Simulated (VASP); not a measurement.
# GaN (F-43m) in VASP: settings compared

Aim: see how the results for GaN move with the level of theory and the settings. Levels: PBEsol, HSE06, PBE-based global hybrid with 10 % exact exchange, PBE-based global hybrid with 75 % exact exchange, PBE-based screened hybrid with 35 % exact exchange. Tasks: single point.

Everything below comes from runs of VASP 6.6.1. Logs are shortened: lines on timing, memory, paths and dates and some standing lists are left out, and cuts for length are marked.

## 1. The cell of the first run

The structure is cubic, space group F-43m (No. 216). The conventional cell has a = 4.498 Å, b = 4.498 Å, c = 4.498 Å, α = 90.00°, β = 90.00°, γ = 90.00°. Within 2.6 Å of Ga (site symmetry -43m) lie 4 N at 1.95 Å. Within 2.6 Å of N (site symmetry -43m) lie 4 Ga at 1.95 Å.

## 2. Single point, PBEsol

Input file INCAR:

```
ALGO = Normal
EDIFF = 1E-6
ENCUT = 520
GGA = PS
ISIF = 2
ISMEAR = 0
LASPH = True
LCHARG = False
LREAL = False
LWAVE = False
NBANDS = 16
NELM = 100
PREC = Accurate
SIGMA = 0.01
```

Input file KPOINTS:

```
k-points
0
Gamma
  6 6 6
```

Input file POSCAR:

```
GaN
1.0
    0.0000000000      2.2489525415      2.2489525415
    2.2489525415      0.0000000000      2.2489525415
    2.2489525415      2.2489525415      0.0000000000
Ga N
1 1
Direct
    0.0000000000      0.0000000000      0.0000000000
    0.2500000000      0.2500000000      0.2500000000
```

Potentials or basis: VASP PAW PBE potentials, release 64 (Ga_d, N).

Launch:

```bash
$ cat potpaw_PBE.64/Ga_d/POTCAR potpaw_PBE.64/N/POTCAR > POTCAR
$ mpirun -np 1 vasp_std > vasp.out
```

OUTCAR:

```text
EDIFF = 1E-6
   ENCUT = 520
   GGA = PS
   ISIF = 2
   ISMEAR = 0
   LASPH = True
   LREAL = False
   NELM = 100
   PREC = Accurate

 ion  position               nearest neighbor table
   1  0.000  0.000  0.000-   2 1.95   2 1.95   2 1.95   2 1.95
   2  0.250  0.250  0.250-   1 1.95   1 1.95   1 1.95   1 1.95

  LATTYP: Found a face centered cubic cell.
 ALAT       =     4.4979050830

  Lattice vectors:

 A1 = (   0.0000000000,   2.2489525415,   2.2489525415)
 A2 = (   2.2489525415,   0.0000000000,   2.2489525415)
 A3 = (   2.2489525415,   2.2489525415,   0.0000000000)

Analysis of symmetry for initial positions (statically):
=====================================================================
 Subroutine PRICEL returns:
 Original cell was already a primitive cell.

 Routine SETGRP: Setting up the symmetry group for a
 face centered cubic supercell.

 Subroutine GETGRP returns: Found 24 space group operations
 (whereof 24 operations were pure point group operations)
 out of a pool of 48 trial point group operations.

The static configuration has the point symmetry T_d .

Analysis of symmetry for dynamics (positions and initial velocities):
=====================================================================
 Subroutine PRICEL returns:
 Original cell was already a primitive cell.

 Routine SETGRP: Setting up the symmetry group for a
 face centered cubic supercell.

 Subroutine GETGRP returns: Found 24 space group operations
 (whereof 24 operations were pure point group operations)
 out of a pool of 48 trial point group operations.

The dynamic configuration has the point symmetry T_d .

 Subroutine INISYM returns: Found 24 space group operations
 (whereof 24 operations are pure point group operations),
 and found     1 'primitive' translations

----------------------------------------------------------------------------------------

                                     Primitive cell

  volume of cell :      22.7494

  direct lattice vectors                    reciprocal lattice vectors
     0.000000000  2.248952542  2.248952542    -0.222325723  0.222325723  0.222325723
     2.248952542  0.000000000  2.248952542     0.222325723 -0.222325723  0.222325723
     2.248952542  2.248952542  0.000000000     0.222325723  0.222325723 -0.222325723

  length of vectors
     3.180499185  3.180499185  3.180499185     0.385079448  0.385079448  0.385079448

  position of ions in fractional coordinates (direct lattice)
     0.000000000  0.000000000  0.000000000
     0.250000000  0.250000000  0.250000000

  ion indices of the primitive-cell ions
   primitive index   ion index
                 1           1
                 2           2

----------------------------------------------------------------------------------------

 KPOINTS: k-points

Automatic generation of k-mesh.
 Grid dimensions read from file:
 generate k-points for:    6    6    6

 Generating k-lattice:

  Cartesian coordinates                     Fractional coordinates (reciprocal lattice)
    -0.037054287  0.037054287  0.037054287     0.166666667  0.000000000  0.000000000
     0.037054287 -0.037054287  0.037054287     0.000000000  0.166666667  0.000000000
     0.037054287  0.037054287 -0.037054287     0.000000000  0.000000000  0.166666667

  Length of vectors
     0.064179908  0.064179908  0.064179908

  Shift w.r.t. Gamma in fractional coordinates (k-lattice)
     0.000000000  0.000000000  0.000000000

 Subroutine IBZKPT returns following result:
 ===========================================

 Found     16 irreducible k-points:

 Following reciprocal coordinates:
            Coordinates               Weight
  0.000000  0.000000  0.000000      1.000000
  0.166667  0.000000  0.000000      8.000000
  0.333333  0.000000  0.000000      8.000000
  0.500000  0.000000  0.000000      4.000000
  0.166667  0.166667  0.000000      6.000000
  0.333333  0.166667  0.000000     24.000000
[... 8 lines left out ...]
 -0.333333  0.333333  0.166667     24.000000
 -0.333333  0.500000  0.166667     12.000000
   k-points           NKPTS =     16   k-points in BZ     NKDIM =     16   number of bands    NBANDS=     16
   number of dos      NEDOS =    301   number of ions     NIONS =      2
   total plane-waves  NPLWV =  13824
   dimension x,y,z NGX =    24 NGY =   24 NGZ =   24
   dimension x,y,z NGXF=    48 NGYF=   48 NGZF=   48
   ions per type =               1   1
   NGX,Y,Z   is equivalent  to a cutoff of  12.54, 12.54, 12.54 a.u.
   NGXF,Y,Z  is equivalent  to a cutoff of  25.09, 25.09, 25.09 a.u.
 SYSTEM =  unknown system
   PREC   = accura    normal or accurate (medium, high low for compatibility)
   ISTART =      0    job   : 0-new  1-cont  2-samecut
   ICHARG =      2    charge: 1-file 2-atom 10-const
   ISPIN  =      1    spin polarized calculation?
   LNONCOLLINEAR =      F non collinear calculations
   LSORBIT =      F    spin-orbit coupling
   LASPH  =      T    aspherical Exc in radial PAW
[... 122 lines left out ...]
      4      -7.9529      2.00000
      5      -7.8201      2.00000
      6      -7.5067      2.00000
[... 8 lines left out ...]
     15      24.6139      0.00000
     16      25.1916      0.00000

 k-point     7 :       0.5000    0.1667    0.0000
  band No.  band energies     occupation
      1      -9.7445      2.00000
      2      -8.0936      2.00000
      3      -8.0447      2.00000
      4      -7.8842      2.00000
      5      -7.8105      2.00000
      6      -6.5361      2.00000
[... 8 lines left out ...]
     15      24.5131      0.00000
     16      25.4922      0.00000

 k-point     8 :      -0.3333    0.1667    0.0000
  band No.  band energies     occupation
      1      -9.7894      2.00000
      2      -8.0956      2.00000
      3      -8.0589      2.00000
      4      -7.8572      2.00000
      5      -7.8562      2.00000
      6      -6.8166      2.00000
[... 8 lines left out ...]
     15      22.3151      0.00000
     16      25.0436      0.00000

 k-point     9 :      -0.1667    0.1667    0.0000
  band No.  band energies     occupation
      1     -10.1121      2.00000
      2      -8.1139      2.00000
      3      -8.1129      2.00000
      4      -7.8991      2.00000
      5      -7.8844      2.00000
      6      -7.6962      2.00000
[... 8 lines left out ...]
     15      21.9904      0.00000
     16      25.0808      0.00000

 k-point    10 :       0.3333    0.3333    0.0000
  band No.  band energies     occupation
      1      -9.7758      2.00000
      2      -8.0605      2.00000
      3      -7.9653      2.00000
      4      -7.9653      2.00000
      5      -7.8022      2.00000
      6      -7.1712      2.00000
[... 8 lines left out ...]
     15      27.6338      0.00000
     16      27.7135      0.00000

 k-point    11 :       0.5000    0.3333    0.0000
  band No.  band energies     occupation
      1      -9.6523      2.00000
      2      -8.0755      2.00000
      3      -7.9353      2.00000
      4      -7.9292      2.00000
      5      -7.7989      2.00000
      6      -6.3377      2.00000
[... 8 lines left out ...]
     15      27.6537      0.00000
     16      27.7342      0.00000

 k-point    12 :      -0.3333    0.3333    0.0000
  band No.  band energies     occupation
      1      -9.6559      2.00000
      2      -8.0800      2.00000
      3      -7.9623      2.00000
      4      -7.9098      2.00000
      5      -7.8431      2.00000
      6      -6.1055      2.00000
[... 8 lines left out ...]
     15      24.0860      0.00000
     16      28.0631      0.00000

 k-point    13 :       0.5000    0.5000    0.0000
  band No.  band energies     occupation
      1      -9.6207      2.00000
      2      -8.1099      2.00000
      3      -7.8787      2.00000
      4      -7.8787      2.00000
      5      -7.7823      2.00000
      6      -6.1814      2.00000
[... 8 lines left out ...]
     15      27.0023      0.00000
     16      29.8219      0.00000

 k-point    14 :       0.5000    0.3333    0.1667
  band No.  band energies     occupation
      1      -9.7331      2.00000
      2      -8.0541      2.00000
      3      -8.0332      2.00000
      4      -7.9234      2.00000
      5      -7.8241      2.00000
      6      -6.7491      2.00000
[... 8 lines left out ...]
     15      25.0351      0.00000
     16      27.6018      0.00000

 k-point    15 :      -0.3333    0.3333    0.1667
  band No.  band energies     occupation
      1      -9.6558      2.00000
      2      -8.0692      2.00000
      3      -8.0007      2.00000
      4      -7.8863      2.00000
      5      -7.8383      2.00000
      6      -6.1034      2.00000
[... 8 lines left out ...]
     15      24.0097      0.00000
     16      27.9937      0.00000

 k-point    16 :      -0.3333    0.5000    0.1667
  band No.  band energies     occupation
      1      -9.6193      2.00000
      2      -8.0614      2.00000
      3      -7.9825      2.00000
      4      -7.8708      2.00000
      5      -7.8211      2.00000
      6      -5.9534      2.00000
[... 8 lines left out ...]
     15      25.7992      0.00000
     16      28.2452      0.00000

------------------------ aborting loop because EDIFF is reached ----------------------------------------

  FORCE on cell =-STRESS in cart. coord.  units (eV):
  Direction    XX          YY          ZZ          XY          YZ          ZX
  --------------------------------------------------------------------------------------
  -------------------------------------------------------------------------------------
  Total       -0.0328100     -0.0328100     -0.0328100     -0.0000000     -0.0000000     -0.0000000
  in kB       -2.3107129     -2.3107129     -2.3107129     -0.0000000     -0.0000000     -0.0000000
  external PRESSURE =      -2.3107129 kB  Pullay stress =       0.0000000 kB

 VOLUME and BASIS-vectors are now :
 -----------------------------------------------------------------------------
  energy-cutoff  :      520.00
  volume of cell :       22.75
      direct lattice vectors                 reciprocal lattice vectors
     0.000000000  2.248952542  2.248952542    -0.222325723  0.222325723  0.222325723
     2.248952542  0.000000000  2.248952542     0.222325723 -0.222325723  0.222325723
     2.248952542  2.248952542  0.000000000     0.222325723  0.222325723 -0.222325723

 POSITION                                       TOTAL-FORCE (eV/Angst)
 -----------------------------------------------------------------------------------
      0.00000      0.00000      0.00000         0.000000      0.000000      0.000000
      1.12448      1.12448      1.12448        -0.000000     -0.000000     -0.000000
 -----------------------------------------------------------------------------------
    total drift:                                0.000001      0.000001      0.000001

  FREE ENERGIE OF THE ION-ELECTRON SYSTEM (eV)
  ---------------------------------------------------
  free  energy   TOTEN  =       -13.1177912110 eV

  energy  without entropy=      -13.1177912110  energy(sigma->0) =      -13.11779121
```

Wall time 9.6 s (1 thread of AMD EPYC 7R13, shared host); peak memory 0.11 GiB.

Results:

- Free energy: -13.1178 eV
- Pressure: -0.2 GPa
- Band gap on the k mesh: 1.72 eV

Caveat: the structure was generated, so it needn't be the stable form of GaN; the PAW data sets were made with another functional, which shifts forces and pressure a little.

## 3. Single point, HSE06

POSCAR is that of step 2.

Input file INCAR.step1:

```
ALGO = Normal
EDIFF = 1E-5
ENCUT = 520
GGA = PE
ISIF = 2
ISMEAR = 0
LASPH = T
LCHARG = F
LREAL = F
LWAVE = T
NBANDS = 16
NELM = 80
PREC = Accurate
SIGMA = 0.01
```

Input file INCAR.step2:

```
ALGO = Normal
EDIFF = 1E-7
ENCUT = 520
GGA = PE
HFSCREEN = 0.2079
ISIF = 2
ISMEAR = 0
ISTART = 1
LASPH = T
LCHARG = F
LHFCALC = T
LREAL = F
LWAVE = F
NBANDS = 16
NELM = 80
PREC = Accurate
PRECFOCK = Normal
SIGMA = 0.01
```

Input file KPOINTS:

```
k-points
0
Gamma
  4 4 4
```

Potentials or basis: VASP PAW PBE potentials, release 64 (Ga_d, N).

Launch:

```bash
$ cat potpaw_PBE.64/Ga_d/POTCAR potpaw_PBE.64/N/POTCAR > POTCAR
$ cp INCAR.step1 INCAR
$ mpirun -np 1 vasp_std > vasp.out
$ cp INCAR.step2 INCAR
$ mpirun -np 1 vasp_std > vasp.out
```

It took 7.7 min on 1 thread of AMD EPYC 7R13, shared host; peak memory 0.22 GiB.

It converged, with:

- Free energy: -14.6892 eV
- Pressure: -0.1 GPa
- Band gap on the k mesh: 3.06 eV

Levels at points of the mesh, in eV from the valence-band top:
```
           k point  band 5  band 6  band 7  band 8  band 9  band 10  band 11  band 12  band 13  band 14
(0.00, 0.00, 0.00)  -15.27  -15.27    0.00    0.00    0.00     3.06    11.94    11.94    11.94    19.46
(0.50, 0.00, 0.00)  -15.23  -13.61   -7.58   -1.05   -1.05     6.14    10.46    11.93    11.93    17.39
(0.50, 0.50, 0.00)  -15.20  -13.05   -6.59   -2.93   -2.93     4.45     8.18    13.64    16.10    16.10
```

Caveat: the k points lie up to 0.60 Å⁻¹ apart; the structure was generated, so it needn't be the stable form of GaN; the PAW data sets were made with another functional, which shifts forces and pressure a little.

## 4. Single point, PBE-based global hybrid with 10 % exact exchange

POSCAR is that of step 3.

Input file INCAR.step1:

```
  ALGO = Normal
  EDIFF = 1E-5
  ENCUT = 520
  GGA = PE
  ISIF = 2
  ISMEAR = 0
  LASPH = True
  LCHARG = False
  LREAL = False
  LWAVE = True
  NBANDS = 16
  NELM = 80
  PREC = Accurate
  SIGMA = 0.01
```

Input file INCAR.step2:

```
  AEXX = 0.1
  ALGO = Normal
  EDIFF = 1E-6
  ENCUT = 520
  GGA = PE
  ISIF = 2
  ISMEAR = 0
  ISTART = 1
  LASPH = True
  LCHARG = False
  LHFCALC = True
  LREAL = False
  LWAVE = False
  NBANDS = 16
  NELM = 80
  PREC = Accurate
  PRECFOCK = Normal
  SIGMA = 0.01
```

KPOINTS is that of step 3.

Launch:

```bash
$ cat potpaw_PBE.64/Ga_d/POTCAR potpaw_PBE.64/N/POTCAR > POTCAR
$ cp INCAR.step1 INCAR
$ mpirun -np 1 vasp_std > vasp.out
$ cp INCAR.step2 INCAR
$ mpirun -np 1 vasp_std > vasp.out
```

Wall time 4.6 min (1 thread of AMD EPYC 7R13, shared host); peak memory 0.12 GiB.

It converged, with:

```
Free energy            : -13.4868 eV
Pressure               : 3.6 GPa
Band gap on the k mesh : 2.57 eV
```

Levels at points of the mesh, in eV from the valence-band top:
```csv
k point,band 7,band 8,band 9,band 10,band 11,band 12
"(0.00, 0.00, 0.00)",0.00,0.00,0.00,2.57,11.27,11.27
"(0.50, 0.00, 0.00)",-7.31,-1.01,-1.01,5.55,9.75,11.30
"(0.50, 0.50, 0.00)",-6.36,-2.82,-2.82,4.07,7.58,12.81
```

Caveat: the k points lie up to 0.60 Å⁻¹ apart; the structure was generated, so it needn't be the stable form of GaN; the PAW data sets were made with another functional, which shifts forces and pressure a little.

## 5. Single point, PBE-based global hybrid with 75 % exact exchange

POSCAR is that of step 4.

Input file INCAR.step1:

```
SYSTEM = GaN
ALGO = Normal
EDIFF = 1E-5
ENCUT = 520
GGA = PE
ISIF = 2
ISMEAR = 0
LASPH = .True.
LCHARG = .False.
LREAL = .False.
LWAVE = .True.
NBANDS = 16
NELM = 100
PREC = Accurate
SIGMA = 0.01
```

Input file INCAR.step2:

```
SYSTEM = GaN
AEXX = 0.75
ALGO = Normal
EDIFF = 1E-6
ENCUT = 520
GGA = PE
ISIF = 2
ISMEAR = 0
ISTART = 1
LASPH = .True.
LCHARG = .False.
LHFCALC = .True.
LREAL = .False.
LWAVE = .False.
NBANDS = 16
NELM = 100
PREC = Accurate
PRECFOCK = Normal
SIGMA = 0.01
```

Input file KPOINTS:

```
k-points
0
Gamma
  4 4 4
  0 0 0
```

Launch:

```bash
$ cat potpaw_PBE.64/Ga_d/POTCAR potpaw_PBE.64/N/POTCAR > POTCAR
$ cp INCAR.step1 INCAR
$ mpirun -np 1 vasp_std > vasp.out
$ cp INCAR.step2 INCAR
$ mpirun -np 1 vasp_std > vasp.out
```

It took 7 min on 1 thread of AMD EPYC 7R13, shared host; peak memory 0.12 GiB.

Results (log left out):

```
Free energy            : -23.2451 eV
Pressure               : -11.9 GPa
Band gap on the k mesh : 8.32 eV
```

Levels at points of the mesh, in eV from the valence-band top:
```csv
k point,band 7,band 8,band 9,band 10,band 11,band 12
"(0.00, 0.00, 0.00)",0.00,0.00,0.00,8.32,17.80,17.80
"(0.50, 0.00, 0.00)",-8.47,-1.16,-1.16,11.69,16.31,17.59
"(0.50, 0.50, 0.00)",-7.35,-3.28,-3.28,9.28,13.70,20.06
```

Caveat: the k points lie up to 0.60 Å⁻¹ apart; the structure was generated, so it needn't be the stable form of GaN; the PAW data sets were made with another functional, which shifts forces and pressure a little.

## 6. Single point, PBE-based screened hybrid with 35 % exact exchange

POSCAR is that of step 5.

Input file INCAR.step1:

```
SYSTEM = GaN
  PREC = Accurate
  ENCUT = 520
  EDIFF = 1E-5
  ISMEAR = 0
  SIGMA = 0.01
  LREAL = .False.
  LASPH = .True.
  NELM = 80
  ALGO = Normal
  ISIF = 2
  LWAVE = .True.
  GGA = PE
  NBANDS = 16
```

Input file INCAR.step2:

```
SYSTEM = GaN
  PREC = Accurate
  ENCUT = 520
  EDIFF = 1E-6
  ISMEAR = 0
  SIGMA = 0.01
  LREAL = .False.
  LASPH = .True.
  NELM = 80
  ALGO = Normal
  ISIF = 2
  LWAVE = .False.
  LCHARG = .True.
  GGA = PE
  LHFCALC = .True.
  AEXX = 0.35
  HFSCREEN = 0.3
  PRECFOCK = Normal
  LELF = .True.
  LVHAR = .True.
  ISTART = 1
  NBANDS = 16
```

Input file KPOINTS:

```
Automatic mesh
0
Gamma
  4 4 4
  0 0 0
```

Potentials or basis: VASP PAW PBE potentials, release 64 (Ga_d, N).

Launch:

```bash
$ cat potpaw_PBE.64/Ga_d/POTCAR potpaw_PBE.64/N/POTCAR > POTCAR
$ cp INCAR.step1 INCAR
$ mpirun -np 1 vasp_std > vasp.out
$ cp INCAR.step2 INCAR
$ mpirun -np 1 vasp_std > vasp.out
```

Wall time 7.6 min (1 thread of AMD EPYC 7R13, shared host); peak memory 0.22 GiB.

Results (log left out):

* Free energy: -15.2690 eV
* Pressure: -1.9 GPa
* Band gap on the k mesh: 3.28 eV

Levels at points of the mesh, in eV from the valence-band top:
```
           k point  band 6  band 7  band 8  band 9  band 10  band 11  band 12  band 13
(0.00, 0.00, 0.00)  -16.05    0.00    0.00    0.00     3.28    12.24    12.24    12.24
(0.50, 0.00, 0.00)  -14.19   -7.67   -1.06   -1.06     6.40    10.76    12.19    12.19
(0.50, 0.50, 0.00)  -13.58   -6.68   -2.97   -2.97     4.61     8.44    14.02    16.53
```

Caveat: the k points lie up to 0.60 Å⁻¹ apart; the structure was generated, so it needn't be the stable form of GaN; the PAW data sets were made with another functional, which shifts forces and pressure a little.

## 7. Overview

```tsv
level	k mesh	grid for exact exchange (PRECFOCK)	share of exact exchange	screening parameter	gap on the mesh (eV)	pressure (GPa)
PBEsol	6 × 6 × 6	-	-	-	1.72	-0.2
HSE06	4 × 4 × 4	Normal	0.25	0.2079 1/Å	3.06	-0.1
PBE-based global hybrid with 10 % exact exchange	4 × 4 × 4	Normal	0.1	-	2.57	3.6
PBE-based global hybrid with 75 % exact exchange	4 × 4 × 4	Normal	0.75	-	8.32	-11.9
PBE-based screened hybrid with 35 % exact exchange	4 × 4 × 4	Normal	0.35	0.3 1/Å	3.28	-1.9
```

Alike in all rows: task single point; potentials or basis VASP PAW PBE potentials, release 64 (Ga_d, N); no spin polarisation; cell as given; cutoff (eV) 520; smearing gaussian 0.01 eV.

Caveats: some runs use coarse meshes; the structure was generated, so it needn't be the stable form of GaN; the PAW data sets were made with another functional, which shifts forces and pressure a little.

Absolute energies hang on the potentials; compare differences alone.
